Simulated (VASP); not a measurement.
# Si62P (a cell with a defect) in VASP: notebook

Runs on Si62P (a cell with a defect). Level: PBE+D3(BJ). Tasks: single point.

Everything below comes from runs of VASP 6.6.1. Logs are shortened: lines on timing, memory, paths and dates and some standing lists are left out, and cuts for length are marked.

### Step 1. The cell of the first run

The cell holds a defect, 63 atoms: a = 10.860 Å, b = 10.860 Å, c = 10.860 Å, α = 90.00°, β = 90.00°, γ = 90.00°.

### Step 2. Single point, PBE+D3(BJ)

File INCAR:

```
SYSTEM = Si62P
PREC = Accurate ; ENCUT = 520
EDIFF = 1E-6 ; ISMEAR = -1
SIGMA = 0.05 ; LREAL = Auto
LASPH = .True. ; NELM = 80
ALGO = Normal ; ISIF = 2
LWAVE = .False. ; LCHARG = .True.
GGA = PE ; IVDW = 12
LELF = .True. ; LVHAR = .True.
NELECT = 254.0 ; NBANDS = 164
```

File KPOINTS:

```
regular mesh
0
Gamma
  1 1 1
  0 0 0
```

File POSCAR:

```
Si62P
1.0
   10.8600000000      0.0000000000      0.0000000000
    0.0000000000     10.8600000000      0.0000000000
    0.0000000000      0.0000000000     10.8600000000
Si P
62 1
Direct
    0.5004530387      0.0113879374     -0.0098273481
    0.6263303867      0.1277094843      0.1235063536
    0.7564381215      0.2543974217      0.0059935543
    0.8824552486      0.3777118785      0.1322239411
    0.7503716390      0.0011817680      0.2489416206
    0.8730768877      0.1301195212      0.3735805709
   -0.0007511971      0.0017379374     -0.0005869245
    0.1239565378      0.1313109576      0.1213648250
    0.2538007366      0.2524868324     -0.0070204420
    0.3762079190      0.3753906077      0.1232904236
    0.5036014733      0.4960700737     -0.0039184162
    0.6223606814      0.6255060773      0.1218186004
    0.7501248619      0.7511002762     -0.0005818600
    0.8757139042      0.8755083794      0.1249762431
    0.2456682320      0.0028976059      0.2439722836
    0.3774197974      0.1181129834      0.3719072744
    0.4993419890      0.2498697053      0.2499823204
    0.6172538674      0.3775075506      0.3803438306
    0.7467544199      0.5028108656      0.2516039595
    0.8783667587      0.6212541436      0.3763472376
    0.5014217311     -0.0077848987      0.4941251381
    0.6056428177      0.1304052486      0.6199226519
    0.7444951197      0.2519505525      0.5021518416
    0.8734639963      0.3751407919      0.6258271639
    0.7392400552      0.0129363720      0.7494860037
    0.8737218232      0.1282050645      0.8753266114
    0.0027711786      0.5020456722     -0.0036209945
    0.1267123389      0.6213092081      0.1279839779
    0.2539079190      0.7457466851      0.0036878453
    0.3767922652      0.8826082873      0.1195159300
    0.0116232965      0.2562498158      0.2611440147
    0.1480465930      0.3687372928      0.3976940147
    0.2528646409      0.4966023020      0.2548400552
    0.3760015654      0.6296977901      0.3728731123
    0.5022280847      0.7548757827      0.2456216390
    0.6325013812      0.8692728361      0.3746933702
   -0.0046382136      0.0022958564      0.4960407919
    0.1233279006      0.1186825967      0.6268925414
    0.2793313076      0.2316731123      0.5278809392
    0.4895846225      0.5050463168      0.5059646409
    0.6231026703      0.6224542357      0.6275931860
    0.7543274401      0.7455336096      0.5038717311
    0.8687964088      0.8836139963      0.6269633517
    0.2458593002     -0.0066538674      0.7511465009
    0.3728395948      0.1304121547      0.8556423573
    0.6249341621      0.3650560773      0.8750664825
    0.7465678637      0.4956882136      0.7537997238
    0.8726458564      0.6249394107      0.8725772560
    0.0000997238      0.7489500000      0.2496786372
    0.1233223757      0.8772363720      0.3725595764
    0.0049881215      0.4965664825      0.5026573665
    0.1212245856      0.6314133517      0.6257247698
    0.2479267035      0.7522033149      0.4977597606
    0.3741334254      0.8739270718      0.6236864641
    0.0008793738      0.2501316759      0.7485804788
    0.1315674033      0.3780374770      0.8658815838
    0.2555134438      0.5068093923      0.7378158379
    0.3772450276      0.6227034070      0.8725292818
    0.5009394107      0.7518561694      0.7506637201
    0.6255201657      0.8784728361      0.8747395948
   -0.0052526703      0.7562943831      0.7525512891
    0.1254487109      0.8703506446      0.8817201657
    0.4425107735      0.2503552486      0.6904911602
```

Potentials or basis: VASP PAW PBE potentials, release 64 (Si, P).

On the command line:

```sh
> cat potpaw_PBE.64/Si/POTCAR potpaw_PBE.64/P/POTCAR > POTCAR
> mpirun -np 1 vasp_gam > vasp.out
```

OUTCAR:

```text
SYSTEM = Si62P
   PREC = Accurate
   ENCUT = 520
   EDIFF = 1E-6
   ISMEAR = -1
   LREAL = Auto
   LASPH = .True.
   NELM = 80
   ISIF = 2
   GGA = PE
   IVDW = 12
   NELECT = 254.0
 IVDW          = 12

 ion  position               nearest neighbor table
   1  0.500  0.011  0.990-  60 2.35   2 2.36  45 2.39  30 2.39
   2  0.626  0.128  0.124-   3 2.35  17 2.36   5 2.36   1 2.36
   3  0.756  0.254  0.006-  46 2.35  26 2.35   2 2.35   4 2.35
   4  0.882  0.378  0.132-   3 2.35  31 2.38  19 2.39  27 2.39
   5  0.750  0.001  0.249-  14 2.35  36 2.36   2 2.36   6 2.36
   6  0.873  0.130  0.374-  37 2.34   5 2.36  31 2.37  23 2.38
[... 31 lines left out ...]
  38  0.123  0.119  0.627-  44 2.33  39 2.35  37 2.36  55 2.36
  39  0.279  0.232  0.528-  16 2.35  38 2.35  32 2.50  63 2.51
  40  0.490  0.505  0.506-  34 2.33  41 2.34  18 2.39
  41  0.623  0.622  0.628-  40 2.34  59 2.35  47 2.36  42 2.37
  42  0.754  0.746  0.504-  36 2.35  20 2.36  43 2.36  41 2.37
  43  0.869  0.884  0.627-  37 2.36  42 2.36  61 2.38  25 2.39
  44  0.246  0.993  0.751-  45 2.32  38 2.33  62 2.35  54 2.35
  45  0.373  0.130  0.856-  44 2.32  63 2.34   9 2.38   1 2.39
  46  0.625  0.365  0.875-  11 2.34  47 2.34   3 2.35
  47  0.747  0.496  0.754-  46 2.34  48 2.35  24 2.35  41 2.36
  48  0.873  0.625  0.873-  61 2.34  47 2.35  13 2.35  27 2.36
  49  0.000  0.749  0.250-  50 2.35  14 2.36  28 2.36  20 2.36
  50  0.123  0.877  0.373-  49 2.35  53 2.35  37 2.36  15 2.36
  51  0.005  0.497  0.503-  52 2.35  24 2.36  20 2.37  32 2.37
  52  0.121  0.631  0.626-  57 2.33  51 2.35  53 2.35  61 2.37
  53  0.248  0.752  0.498-  54 2.34  50 2.35  34 2.35  52 2.35
  54  0.374  0.874  0.624-  53 2.34  44 2.35  21 2.35  59 2.36
  55  0.001  0.250  0.749-  24 2.35  38 2.36  26 2.36  56 2.36
  56  0.132  0.378  0.866-   9 2.35  55 2.36  57 2.39  27 2.40
  57  0.256  0.507  0.738-  52 2.33  58 2.34  56 2.39
  58  0.377  0.623  0.873-  57 2.34  59 2.35  11 2.36  29 2.37
  59  0.501  0.752  0.751-  41 2.35  58 2.35  60 2.35  54 2.36
  60  0.626  0.878  0.875-   1 2.35  25 2.35  59 2.35  13 2.36
  61  0.995  0.756  0.753-  48 2.34  62 2.35  52 2.37  43 2.38
  62  0.125  0.870  0.882-  44 2.35  61 2.35  29 2.35   7 2.36
  63  0.443  0.250  0.690-  22 2.33  45 2.34  39 2.51

  LATTYP: Found a simple cubic cell.
 ALAT       =    10.8600000000

  Lattice vectors:

 A1 = (  10.8600000000,   0.0000000000,   0.0000000000)
 A2 = (   0.0000000000,  10.8600000000,   0.0000000000)
 A3 = (   0.0000000000,   0.0000000000,  10.8600000000)

Analysis of symmetry for initial positions (statically):
=====================================================================
 Subroutine PRICEL returns:
 Original cell was already a primitive cell.

 Routine SETGRP: Setting up the symmetry group for a
 simple cubic supercell.

 Subroutine GETGRP returns: Found  1 space group operations
 (whereof  1 operations were pure point group operations)
 out of a pool of 48 trial point group operations.

The static configuration has the point symmetry C_1 .

Analysis of symmetry for dynamics (positions and initial velocities):
=====================================================================
 Subroutine PRICEL returns:
 Original cell was already a primitive cell.

 Routine SETGRP: Setting up the symmetry group for a
 simple cubic supercell.

 Subroutine GETGRP returns: Found  1 space group operations
 (whereof  1 operations were pure point group operations)
 out of a pool of 48 trial point group operations.

The dynamic configuration has the point symmetry C_1 .

 Subroutine INISYM returns: Found  1 space group operations
 (whereof  1 operations are pure point group operations),
 and found     1 'primitive' translations

----------------------------------------------------------------------------------------

                                     Primitive cell

  volume of cell :    1280.8241

  direct lattice vectors                    reciprocal lattice vectors
    10.860000000  0.000000000  0.000000000     0.092081031  0.000000000  0.000000000
[... 45 lines left out ...]
   PSTRESS=    0.0 pullay stress
   NELECT =     254.0000    total number of electrons
   NUPDOWN=      -1.0000    fix difference up-down
   EMIN   =  10.00;   EMAX   =-10.00  energy-range for DOS
   EFERMI =   0.00;   METHOD = LEGACY
   ISMEAR =    -1;   SIGMA  =   0.05  broadening in eV -4-tet -1-fermi 0-gaus
   EFERMI_NEDOS =   21; number of points for ismear=-14 and -15
   IALGO  =     38    algorithm
   IMIX   =      4    mixing-type and parameters
     AMIX     =   0.40;   BMIX     =  1.00
     AMIX_MAG =   1.60;   BMIX_MAG =  1.00
  volume/ion in A,a.u.               =      20.33       137.20
  Fermi-wavevector in a.u.,A,eV,Ry     =   0.954677  1.804077 12.400449  0.911407
  Thomas-Fermi vector in A             =   2.083445
   LORBIT       =      0    0 simple, 1 ext, 2 COOP (PROOUT), +10 PAW based schemes
   GGA     = PE    functional components
   LHFCALC =     F    Hartree Fock is set to
   AEXX    =    0.0000 exact exchange contribution
   IVDW    =    12    specifies the selected vdW correction
   LEPSILON=     F    determine dielectric tensor
   LRPA    =     F    only Hartree local field effects (RPA)
 non-spin polarized calculation
  energy-cutoff  :      520.00
  volume of cell :     1280.82
 maximum number of plane-waves:     17229
 NGX is ok and might be reduce to    84
   NGX = 41   NGY = 41   NGZ = 41

 number of electron     253.9999999 magnetization

 Free energy of the ion-electron system (eV)
  ---------------------------------------------------
  ext. energy  EPLUGINS =         0.00000000
  ---------------------------------------------------
  free energy    TOTEN  =      -326.08687615 eV

  energy without entropy =     -326.01972136  energy(sigma->0) =     -326.05329875

 E-fermi :   6.0857     XC(G=0):  -9.3646

 val. band max:        5.9688106577   @ k =   0.0000   0.0000   0.0000
 cond. band min:       6.2074560060   @ k =   0.0000   0.0000   0.0000
 fundamental gap:      0.2386453483
 Fermi energy:         6.0856922996

 k-point     1 :       0.0000    0.0000    0.0000
  band No.  band energies     occupation
      1      -6.2897      2.00000
      2      -5.6518      2.00000
      3      -5.1586      2.00000
      4      -5.1422      2.00000
      5      -5.1289      2.00000
      6      -5.1022      2.00000
[... 131 lines left out ...]
    138       6.9254      0.00000
    139       6.9346      0.00000
 [bands above 139 left out]

------------------------ aborting loop because EDIFF is reached ----------------------------------------

 Edisp (eV)  -19.84940

 E6    (eV) :   -11.6346

 E8    (eV) :    -8.2148

  FORCE on cell =-STRESS in cart. coord.  units (eV):
  Direction    XX          YY          ZZ          XY          YZ          ZX
  --------------------------------------------------------------------------------------
  -------------------------------------------------------------------------------------
  Total      -2.83069     7.41000    -2.95788     2.19088     2.90807     3.89948
  in kB      -3.54090     9.26914    -3.70000     2.74056     3.63770     4.87784
  external pressure =        0.68 kB  Pullay stress =        0.00 kB

 VOLUME and BASIS-vectors are now :
 -----------------------------------------------------------------------------
  energy-cutoff  :      520.00
  volume of cell :     1280.82
      direct lattice vectors                 reciprocal lattice vectors
    10.860000000  0.000000000  0.000000000     0.092081031  0.000000000  0.000000000
     0.000000000 10.860000000  0.000000000     0.000000000  0.092081031  0.000000000
     0.000000000  0.000000000 10.860000000     0.000000000  0.000000000  0.092081031

 POSITION                                       TOTAL-FORCE (eV/Angst)
 -----------------------------------------------------------------------------------
      5.43492      0.12367     10.75327         0.014444      0.005285     -0.015483
      6.80195      1.38692      1.34128         0.000526      0.007964      0.002256
      8.21492      2.76276      0.06509         0.016187     -0.007711      0.017418
      9.58346      4.10195      1.43595         0.007221     -0.007663     -0.000433
      8.14904      0.01283      2.70351         0.001966     -0.000896     -0.002599
      9.48162      1.41310      4.05708        -0.011495      0.014228     -0.002315
[... 55 lines left out ...]
      1.36237      9.45201      9.57548        -0.013418     -0.010297      0.001603
      4.80567      2.71886      7.49873        -0.019910     -0.068419      0.063858
 -----------------------------------------------------------------------------------
    total drift:                                0.003720     -0.009068     -0.018028

  FREE ENERGIE OF THE ION-ELECTRON SYSTEM (eV)
  ---------------------------------------------------
  free  energy   TOTEN  =      -345.9362744230 eV

  energy  without entropy=     -345.8691196318  energy(sigma->0) =     -345.90269703
```

It took 5.1 min on 1 thread of Oxide Virtual Turin-like, shared host; peak memory 0.98 GiB.

Results:

- Free energy: -345.9363 eV
- Largest force: 0.096 eV/Å
- Dispersion energy per atom: -0.315 eV

Forces on the atoms (eV/Å):
```
Si   0.014  0.005 -0.015
Si   0.001  0.008  0.002
Si   0.016 -0.008  0.017
Si   0.007 -0.008  0.000
Si   0.002 -0.001 -0.003
Si  -0.011  0.014 -0.002
Si  -0.005 -0.002  0.007
Si   0.007 -0.004 -0.002
Si  -0.003  0.008 -0.002
Si   0.007  0.005 -0.002
Si  -0.001  0.017  0.009
Si   0.004  0.000  0.008
Si   0.003  0.000  0.009
Si   0.002  0.004  0.000
Si   0.008  0.001  0.012
Si  -0.006  0.004  0.007
Si  -0.009  0.001  0.003
Si  -0.015 -0.006  0.003
Si  -0.004  0.004  0.012
Si   0.005  0.003 -0.007
Si   0.003 -0.003 -0.002
Si   0.016 -0.024  0.009
Si  -0.012  0.007  0.005
Si   0.003  0.008  0.001
Si   0.015 -0.020  0.020
Si   0.005  0.006  0.006
Si   0.003  0.012  0.000
Si  -0.002 -0.001  0.002
Si  -0.006 -0.005  0.003
Si  -0.008  0.013 -0.013
Si   0.002 -0.001 -0.005
Si  -0.002 -0.002  0.002
Si   0.006 -0.005  0.001
Si  -0.008  0.029 -0.027
Si   0.010  0.007 -0.016
Si  -0.006 -0.002 -0.009
Si  -0.002  0.009 -0.007
Si  -0.004 -0.006 -0.001
Si   0.006 -0.036  0.017
Si  -0.025  0.037  0.006
Si   0.012  0.014 -0.007
Si  -0.001 -0.006 -0.005
Si   0.009 -0.006 -0.019
Si  -0.013 -0.019 -0.001
Si  -0.011  0.004 -0.031
Si  -0.008 -0.014 -0.015
Si   0.010  0.017 -0.002
Si   0.003  0.008 -0.005
Si   0.000 -0.003 -0.001
Si  -0.008  0.002 -0.006
Si   0.002  0.000  0.002
Si   0.006 -0.002 -0.017
Si  -0.006  0.010 -0.010
Si  -0.003  0.002 -0.003
Si  -0.003  0.000 -0.002
Si  -0.002 -0.013 -0.009
Si   0.018  0.011 -0.002
Si   0.007  0.014  0.012
Si   0.003  0.005  0.000
Si  -0.003 -0.005  0.000
Si   0.004 -0.011  0.007
Si  -0.013 -0.010  0.002
P   -0.020 -0.068  0.064
```

Caveat: the k points lie up to 0.58 Å⁻¹ apart; the cell carries a net charge on a neutralising background, which shifts energy and pressure; the cell is charged against a uniform background, so pressure and absolute levels hang on convention.

### Step 3. Single point, PBE+D3(BJ)

File INCAR:

```
SYSTEM = Si62P
ALGO = Normal ; EDIFF = 1E-7
ENCUT = 520 ; GGA = PE
ISIF = 2 ; ISMEAR = -1
IVDW = 12 ; LASPH = .True.
LCHARG = .False. ; LREAL = Auto
LWAVE = .False. ; NBANDS = 164
NELECT = 254.0 ; NELM = 60
PREC = Accurate ; SIGMA = 0.05
```

File KPOINTS:

```
k-points
0
Gamma
  1 1 1
  0 0 0
```

File POSCAR:

```
Si62P
1.0
   10.8600000000      0.0000000000      0.0000000000
    0.0000000000     10.8600000000      0.0000000000
    0.0000000000      0.0000000000     10.8600000000
Si P
62 1
Direct
    0.5000370166      0.0062108656     -0.0049605893
    0.6254140884      0.1261416206      0.1251311234
    0.7525009208      0.2511136280      0.0023485267
    0.8789290976      0.3771708103      0.1287267035
    0.7503876611      0.0004613260      0.2494737569
    0.8727239411      0.1292827808      0.3743270718
   -0.0004011971      0.0007931860     -0.0000605893
    0.1246373849      0.1298022099      0.1218773481
    0.2530918048      0.2521851750     -0.0060334254
    0.3754425414      0.3746401473      0.1243126151
    0.5004998158      0.4955079190     -0.0042481584
    0.6233212707      0.6237547882      0.1224842541
    0.7502047882      0.7500057090     -0.0000642726
    0.8755711786      0.8747245856      0.1251844383
    0.2473923573      0.0023029466      0.2447940147
    0.3759387661      0.1210775322      0.3743869245
    0.4990997238      0.2498357274      0.2509354512
    0.6167752302      0.3775464088      0.3811977901
    0.7468146409      0.5010732965      0.2520652855
    0.8773779006      0.6217724678      0.3760321363
    0.5004153775     -0.0043904236      0.4979324125
    0.6144852670      0.1281340700      0.6261112339
    0.7447196133      0.2518592081      0.5023512891
    0.8743868324      0.3745337937      0.6252539595
    0.7448113260      0.0067724678      0.7496620626
    0.8752545120      0.1264505525      0.8749546041
    0.0025852670      0.5007883057     -0.0034154696
    0.1262067219      0.6217240331      0.1272437385
    0.2529000921      0.7454547882      0.0022245856
    0.3761872007      0.8789621547      0.1209200737
    0.0068090239      0.2550126151      0.2564627072
    0.1398983425      0.3698316759      0.3898128913
    0.2518257827      0.4973372928      0.2533869245
    0.3750348066      0.6292087477      0.3733101289
    0.5010658379      0.7535500000      0.2465933702
    0.6302094843      0.8712627072      0.3760409761
   -0.0045484346      0.0020417127      0.4974777164
    0.1250314917      0.1212591160      0.6256313076
    0.2682007366      0.2436500000      0.5176584715
    0.4863084715      0.5034488029      0.5061886740
    0.6213453039      0.6224026703      0.6267528545
    0.7524728361      0.7453447514      0.5029736648
    0.8707123389      0.8793900552      0.6261824125
    0.2486800184     -0.0039371087      0.7502856354
    0.3772761510      0.1282292818      0.8643078269
    0.6197860958      0.3641624309      0.8697028545
    0.7460653775      0.4953823204      0.7506425414
    0.8728895948      0.6236249540      0.8733899632
    0.0000651013      0.7493440147      0.2498559853
    0.1234576427      0.8781604972      0.3730657459
    0.0033656538      0.4973723757      0.5017105893
    0.1226112339      0.6299342541      0.6248803867
    0.2477662983      0.7529677716      0.4976964088
    0.3744153775      0.8734985267      0.6242000921
    0.0013710866      0.2499485267      0.7487091160
    0.1317843462      0.3778183241      0.8660615101
    0.2561455801      0.5041095764      0.7353148250
    0.3766231123      0.6225758748      0.8710415285
    0.5012037753      0.7520534070      0.7510502762
    0.6264266114      0.8774198895      0.8760780847
   -0.0037114180      0.7542267035      0.7512152855
    0.1263897790      0.8717884899      0.8798918969
    0.4793736648      0.2574474217      0.7286127993
```

Potentials or basis: VASP PAW PBE potentials, release 64 (Si, P).

On the command line:

```sh
> cat potpaw_PBE.64/Si/POTCAR potpaw_PBE.64/P/POTCAR > POTCAR
> mpirun -np 1 vasp_gam > vasp.out
```

It took 5.2 min on 1 thread of Oxide Virtual Turin-like, shared host; peak memory 0.99 GiB.

The run converged. Its results:

| Quantity | Value |
| --- | --- |
| Free energy | -346.2532 eV |
| Largest force | 0.712 eV/Å |
| Dispersion energy per atom | -0.315 eV |

Forces in eV/Å, atoms in the order of the input:
```
Si   0.000 -0.068  0.060
Si  -0.012 -0.009  0.021
Si  -0.050 -0.057 -0.054
Si  -0.049  0.006 -0.051
Si   0.002 -0.007 -0.004
Si  -0.005 -0.006  0.010
Si   0.000 -0.009  0.002
Si   0.009 -0.012 -0.001
Si  -0.013  0.002  0.007
Si  -0.011 -0.006  0.009
Si  -0.047 -0.005 -0.011
Si   0.014 -0.016  0.003
Si   0.007 -0.009 -0.002
Si  -0.006 -0.002 -0.002
Si   0.025 -0.006  0.006
Si  -0.026  0.047  0.029
Si  -0.002  0.004  0.005
Si  -0.004 -0.002  0.003
Si  -0.002 -0.017 -0.003
Si  -0.014  0.015 -0.012
Si  -0.017  0.047  0.040
Si   0.116 -0.018  0.079
Si  -0.002  0.005 -0.008
Si   0.013 -0.002 -0.011
Si   0.074 -0.079 -0.003
Si   0.019 -0.012 -0.009
Si  -0.002 -0.014 -0.001
Si  -0.010  0.014 -0.013
Si  -0.017 -0.006 -0.025
Si  -0.017 -0.044  0.012
Si  -0.068 -0.017 -0.066
Si  -0.114  0.018 -0.115
Si  -0.015  0.014 -0.024
Si  -0.019  0.001 -0.003
Si  -0.018 -0.013  0.004
Si  -0.033  0.032  0.010
Si   0.000  0.000  0.015
Si   0.023  0.043 -0.016
Si  -0.161  0.154 -0.161
Si  -0.057 -0.019  0.006
Si  -0.017  0.010 -0.011
Si  -0.026 -0.002 -0.025
Si   0.021 -0.054 -0.016
Si   0.033  0.037 -0.019
Si   0.064 -0.023  0.112
Si  -0.072 -0.002 -0.076
Si  -0.008  0.000 -0.054
Si   0.000 -0.011  0.011
Si  -0.003  0.007 -0.005
Si   0.000  0.018  0.000
Si  -0.021  0.015 -0.016
Si   0.013 -0.010 -0.019
Si  -0.007  0.019 -0.010
Si   0.000 -0.002  0.002
Si   0.003  0.004 -0.004
Si  -0.002 -0.004 -0.003
Si   0.011 -0.022 -0.044
Si  -0.016  0.007 -0.019
Si   0.003  0.008 -0.002
Si   0.008 -0.010  0.012
Si   0.014 -0.027 -0.023
Si   0.005  0.024 -0.029
P    0.486  0.072  0.515
```

Levels at points of the mesh, in eV from the Fermi level:
| k point | band 125 | band 126 | band 127 | band 128 | band 129 | band 130 |
| --- | --- | --- | --- | --- | --- | --- |
| (0.00, 0.00, 0.00) | -0.81 | -0.41 | -0.02 | 0.06 | 0.13 | 0.18 |

Caveat: the k points lie up to 0.58 Å⁻¹ apart; the cell carries a net charge on a neutralising background, which shifts energy and pressure; the cell is charged against a uniform background, so pressure and absolute levels hang on convention.
